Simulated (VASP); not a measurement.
# LiH (I4/mmm) in VASP: G0W0 quasiparticle levels with PBE

Aim: the G0W0 quasiparticle levels of LiH with PBE.

All numbers are computed with VASP 6.6.1; they aren't measurements. Logs are shortened: lines on timing, memory, paths and dates and some standing lists are left out, and cuts for length are marked.

## (1) The cell of the first run

It takes space group I4/mmm (No. 139, tetragonal). The conventional cell has a = 2.833 Å, b = 2.833 Å, c = 4.026 Å, α = 90.00°, β = 90.00°, γ = 90.00°. Within 2.7 Å of Li (site symmetry 4/mmm) lie 6 H at 2.00 to 2.01 Å. H (site symmetry 4/mmm) has 6 Li at 2.00 to 2.01 Å within 2.7 Å.

## (2) G0W0 quasiparticle levels, PBE

The input, POSCAR:

```
LiH
1.0
    0.0000000000      2.0029948411      2.0130098153
    2.0029948411      0.0000000000      2.0130098153
    2.0029948411      2.0029948411      0.0000000000
Li H
1 1
Direct
    0.0000000000      0.0000000000      0.0000000000
    0.5000000000      0.5000000000      0.5000000000
```

The input, INCAR.step1:

```
ALGO     = Normal         # electronic algorithm
EDIFF    = 1E-8           # SCF threshold, eV
ENCUT    = 500            # plane-wave cutoff, eV
GGA      = PE             # functional
ISMEAR   = 0              # smearing method
LASPH    = T              # aspherical terms in the spheres
LCHARG   = F              # write CHGCAR
LREAL    = F              # projectors in reciprocal space
LWAVE    = T              # write WAVECAR
NELM     = 60             # most SCF steps
PREC     = Accurate       # precision mode
SIGMA    = 0.01           # smearing width, eV
```

The input, INCAR.step2:

```
ALGO     = Exact          # electronic algorithm
EDIFF    = 1E-8           # SCF threshold, eV
ENCUT    = 500            # plane-wave cutoff, eV
GGA      = PE             # functional
ISMEAR   = 0              # smearing method
ISTART   = 1            
LASPH    = T              # aspherical terms in the spheres
LCHARG   = F              # write CHGCAR
LOPTICS  = T              # frequency-dependent dielectric function
LREAL    = F              # projectors in reciprocal space
LWAVE    = T              # write WAVECAR
NBANDS   = 68             # bands
NELM     = 1              # most SCF steps
PREC     = Accurate       # precision mode
SIGMA    = 0.01           # smearing width, eV
```

The input, INCAR.step3:

```
ALGO     = EVGW0          # electronic algorithm
EDIFF    = 1E-8           # SCF threshold, eV
ENCUT    = 500            # plane-wave cutoff, eV
ENCUTGW  = 150.0          # cutoff of the response function
GGA      = PE             # functional
ISMEAR   = 0              # smearing method
ISTART   = 1            
LASPH    = T              # aspherical terms in the spheres
LCHARG   = F              # write CHGCAR
LREAL    = F              # projectors in reciprocal space
LWAVE    = F              # write WAVECAR
NBANDS   = 68             # bands
NBANDSGW = 9            
NELMGW   = 1            
NOMEGA   = 96             # frequency points
OMEGAMAX = 20           
PREC     = Accurate       # precision mode
PRECFOCK = Fast         
SIGMA    = 0.01           # smearing width, eV
```

The input, KPOINTS:

```
k-points
0
Gamma
  6 6 6
```

Potentials or basis: VASP PAW PBE potentials, release 64 (Li_GW, H_GW).

On the command line:

```sh
cat potpaw_PBE.64/Li_GW/POTCAR potpaw_PBE.64/H_GW/POTCAR > POTCAR
cp INCAR.step1 INCAR
mpirun -np 1 vasp_std > vasp.out
cp INCAR.step2 INCAR
mpirun -np 1 vasp_std > vasp.out
cp INCAR.step3 INCAR
mpirun -np 1 vasp_std > vasp.out
```

OUTCAR:

```text
EDIFF = 1E-8
   ENCUT = 500
   ENCUTGW = 150.0
   GGA = PE
   ISMEAR = 0
   ISTART = 1
   LASPH = T
   LREAL = F
   NELMGW = 1
   PREC = Accurate
   PRECFOCK = Fast

 ion  position               nearest neighbor table
   1  0.000  0.000  0.000-   2 2.00   2 2.00   2 2.00   2 2.00   2 2.01   2 2.01
   2  0.500  0.500  0.500-   1 2.00   1 2.00   1 2.00   1 2.00   1 2.01   1 2.01

  LATTYP: Found a body centered tetragonal cell.
 ALAT       =     2.8326624696
 C/A-ratio  =     1.4212846302

  Lattice vectors:

 A1 = (  -2.0029948411,   0.0000000000,   2.0130098153)
 A2 = (   2.0029948411,   0.0000000000,   2.0130098153)
 A3 = (   0.0000000000,   2.0029948411,  -2.0130098153)

Analysis of symmetry for initial positions (statically):
=====================================================================
 Subroutine PRICEL returns:
 Original cell was already a primitive cell.

 Routine SETGRP: Setting up the symmetry group for a
 body centered tetragonal supercell.

 Subroutine GETGRP returns: Found 16 space group operations
 (whereof 16 operations were pure point group operations)
 out of a pool of 16 trial point group operations.

The static configuration has the point symmetry D_4h.

Analysis of symmetry for dynamics (positions and initial velocities):
=====================================================================
 Subroutine PRICEL returns:
 Original cell was already a primitive cell.

 Routine SETGRP: Setting up the symmetry group for a
 body centered tetragonal supercell.

 Subroutine GETGRP returns: Found 16 space group operations
 (whereof 16 operations were pure point group operations)
 out of a pool of 16 trial point group operations.

The dynamic configuration has the point symmetry D_4h.

 Subroutine INISYM returns: Found 16 space group operations
 (whereof 16 operations are pure point group operations),
 and found     1 'primitive' translations

----------------------------------------------------------------------------------------
[... 79 lines left out ...]
   dimension x,y,z NGXF=    48 NGYF=   48 NGZF=   48
   ions per type =               1   1
   NGX,Y,Z   is equivalent  to a cutoff of  14.05, 14.05, 14.09 a.u.
   NGXF,Y,Z  is equivalent  to a cutoff of  28.10, 28.10, 28.17 a.u.
 SYSTEM =  unknown system
   PREC   = accura    normal or accurate (medium, high low for compatibility)
   ISTART =      1    job   : 0-new  1-cont  2-samecut
   ICHARG =      0    charge: 1-file 2-atom 10-const
   ISPIN  =      1    spin polarized calculation?
   LNONCOLLINEAR =      F non collinear calculations
   LSORBIT =      F    spin-orbit coupling
   LASPH  =      T    aspherical Exc in radial PAW
   ENCUT  =  500.0 eV  36.75 Ry    6.06 a.u.   5.18  5.18  5.16*2*pi/ulx,y,z
   NELM   =     60;   NELMIN=  2; NELMDL=  0     # of ELM steps
   EDIFF  = 0.1E-07   stopping-criterion for ELM
   LREAL  =      F    real-space projection
   EDIFFG = 0.1E-06   stopping-criterion for IOM
   NSW    =      0    number of steps for IOM
   IBRION =     -1    ionic relax: 0-MD 1-quasi-New 2-CG
   NFREE  =      0    steps in history (QN), initial steepest desc. (CG)
   ISIF   =      0    stress and relaxation
   ISYM   =      3    0-nonsym 1-usesym 2-fastsym
   POTIM  = 0.5000    time-step for ionic-motion
   TEBEG  =    0.0;   TEEND  =   0.0 temperature during run
   PSTRESS=    0.0 pullay stress
   NELECT =       2.0000    total number of electrons
   NUPDOWN=      -1.0000    fix difference up-down
   EMIN   =  10.00;   EMAX   =-10.00  energy-range for DOS
   EFERMI =   0.00;   METHOD = LEGACY
   ISMEAR =     0;   SIGMA  =   0.01  broadening in eV -4-tet -1-fermi 0-gaus
   EFERMI_NEDOS =   21; number of points for ismear=-14 and -15
   IALGO  =     38    algorithm
   IMIX   =      4    mixing-type and parameters
     AMIX     =   0.40;   BMIX     =  1.00
     AMIX_MAG =   1.60;   BMIX_MAG =  1.00
  volume/ion in A,a.u.               =       8.08        54.50
  Fermi-wavevector in a.u.,A,eV,Ry     =   0.815968  1.541955  9.058804  0.665803
  Thomas-Fermi vector in A             =   1.926151
   LORBIT       =      0    0 simple, 1 ext, 2 COOP (PROOUT), +10 PAW based schemes
   GGA     = PE    functional components
   LHFCALC =     T    Hartree Fock is set to
   PRECFOCK=fast      Normal, Fast or Accurate (Low or Medium for compatibility)
   ENCUT4O =  -1.0   cutoff for four orbital integrals eV
   NKREDX  =     1    reduce k-point grid by
   NKREDY  =     1    reduce k-point grid by
   NKREDZ  =     1    reduce k-point grid by
   AEXX    =    1.0000 exact exchange contribution
   HFSCREEN=    0.0000 screening length (either q_TF or 0.3 A-1)
   HFSCREENC=   0.0000 screening length for correlation (either q_TF or 0.3 A-1)
   ENCUTFOCK=  -1.0 apply spherical cutoff to Coloumb kernel
   IVDW    =     0    specifies the selected vdW correction
   LEPSILON=     F    determine dielectric tensor
   LRPA    =     F    only Hartree local field effects (RPA)
   LRPAFORCE           =     F    calculate RPA forces
   ENCUTGW             = 150.0    cutoff for response function in eV
   ENCUTGWSOFT         = 120.0    soft cutoff for Coulomb kernel in GW response function in eV
   ENCUTLF             =  -1.0    cutoff for local field effects
   NELMGW              =     1    number of iterations in solving QP/BSE equation
   NELMHF              =     1    number of iterations in the inner HF iteration
   NKREDLFX            =     1    NKREDLFY  =   1   NKREDLFZ  =   1
 non-spin polarized calculation
 Gauss-broadening in eV      SIGMA  =   0.01
  energy-cutoff  :      500.00
  volume of cell :       16.15
 maximum number of plane-waves:       420
 NGX is ok and might be reduce to    24
  NGX = 12; NGY = 12; NGZ = 12
   NGX = 11   NGY = 11   NGZ = 11
 maximum number of plane-waves:        72

 QP shifts <psi_nk| G(iteration)W_0 |psi_nk>: iteration 1
 for sc-GW calculations column KS-energies equals QP-energies in previous step
 and V_xc(KS)=  KS-energies - (<T + V_ion + V_H > + <T+V_H+V_ion>^1  + <V_x>^1)

 k-point   1 :       0.0000    0.0000    0.0000
  band No.  KS-energies  QP-energies   sigma(KS)   V_xc(KS)     V^pw_x(r,r')   Z            occupation Imag(sigma)

      1      -8.1132      -9.5927     -11.5463      -9.3341     -15.1716       0.6688       2.0000       0.1942
      2      13.3871      13.9350     -10.4797     -11.2812      -4.1563       0.6837       0.0000      -0.8935
      3      15.1901      16.1983      -6.6015      -7.9569      -1.3827       0.7439       0.0000      -0.5399
      4      15.1901      16.1983      -6.6015      -7.9569      -1.3827       0.7439       0.0000      -0.5399
      5      15.2326      16.2352      -6.5770      -7.9292      -1.3595       0.7414       0.0000      -0.5396
      6      19.9025      20.3474      -6.8249      -7.2565      -1.1030       1.0311       0.0000      -2.2514
      7      19.9308      20.3817      -6.8056      -7.2437      -1.0968       1.0293       0.0000      -2.2455
      8      19.9308      20.3817      -6.8056      -7.2437      -1.0968       1.0293       0.0000      -2.2455
      9      21.5629      22.1520      -6.0200      -6.7520      -0.8165       0.8048       0.0000      -1.8263
[... 290 lines left out ...]
      1      -3.7402      -5.0553     -12.1579     -10.3973     -13.9041       0.7470       2.0000       0.0515
      2       2.0765       2.6535      -7.4272      -8.1717      -3.8915       0.7749       0.0000      -0.0686
      3       6.1517       6.7836      -6.7890      -7.6385      -2.4095       0.7438       0.0000      -0.1252
      4       8.8718       9.6630      -6.6464      -7.7122      -1.9702       0.7424       0.0000      -0.2235
      5      13.6420      14.0040      -7.2541      -7.7431      -1.6058       0.7403       0.0000      -0.8598
      6      15.9643      16.4801      -7.0545      -7.7490      -1.3974       0.7427       0.0000      -1.1246
      7      26.9671      28.5801      -6.3949      -8.3232      -1.2164       0.8365       0.0000      -2.1349
      8      28.5456      30.4433      -7.1050      -9.1838      -1.7073       0.9128       0.0000      -2.6853
      9      30.6782      32.4974      -5.7972      -7.7866      -0.6894       0.9145       0.0000      -2.3188

 [... further k-points ...]
```

OUTCAR.step2:

```text
EDIFF = 1E-8
   ENCUT = 500
   GGA = PE
   ISMEAR = 0
[... 942 lines left out ...]
  --------------------------------------------------------------------------------------------------------------
     0.00000     4.60131     4.60131     4.69679     0.00000     0.00000     0.00000
     2.02506     5.51833     5.51833     5.66567     0.00000     0.00000     0.00000
     4.05013    10.42779    10.42779     4.84273     0.00000     0.00000     0.00000
     6.07519     5.05091     5.05091     5.45525     0.00000     0.00000    -0.00000
     8.10026    -0.38719    -0.38719    -0.33628     0.00000     0.00000     0.00000
    10.12532    -1.00193    -1.00193    -0.99453    -0.00000    -0.00000    -0.00000
[... 92 lines left out ...]
   198.45626     0.99549     0.99549     0.99548    -0.00000    -0.00000    -0.00000
   200.48132     0.99558     0.99558     0.99557    -0.00000    -0.00000    -0.00000
```

Run time: 3.4 min. Hardware: 1 thread of Intel Xeon Platinum 8488C (Sapphire Rapids), shared host; peak memory 0.31 GiB.

What came out:

| Property | Result |
| --- | --- |
| Quasiparticle gap | 4.87 eV |
| Least direct quasiparticle gap | 4.91 eV |
| Band gap of the starting levels on the mesh | 2.93 eV |
| Least direct gap of the starting levels on the mesh | 2.97 eV |

Caveat: the k points lie up to 0.45 Å⁻¹ apart; bands, screening cutoff and mesh are small and nothing is extrapolated, so the quasiparticle values aren't converged.
